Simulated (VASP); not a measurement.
Runs of VASP 6.6.1 on Ir. The structure is that of space group Fm-3m (No. 225), or close to it. The cells are those of the table. 

```tsv
task	spin	cell	k mesh	cutoff (eV)	gap on the mesh (eV)	pressure (GPa)
relaxation of cell and atoms	off	relaxed from a = 2.715 Å, angles 60.0°, 1 atom	18 × 18 × 18	600	none	0.0
single point	non-collinear, zero start, SOC	a = 2.708, b = 6.634 Å, angles 144.7, 60.0, 90.0°, 1 atom	13 × 5 × 43	500	-	(a)
single point	off	a = 2.708, b = 6.634 Å, angles 144.7, 60.0, 90.0°, 1 atom	13 × 5 × 43	520	none	1.1
single point	off	a = 2.708 Å, angles 60.0°, 1 atom	18 × 18 × 18	520	none	1.0
```

Alike in all rows: level PBEsol; potentials or basis VASP PAW PBE potentials, release 64 (Ir); smearing gaussian 0.1 eV.

Problem. Fill in the values left out.

Solution. (a) 2.1.

Caveats: the PAW data sets were made with another functional, which shifts forces and pressure a little; spin-orbit coupling is left out, which moves the levels of the heavy elements (at least some runs).

A k mesh can miss the band edges, and rows without SOC leave out spin-orbit coupling on Ir.

A gap of «none» marks levels without a gap at the run's occupations.
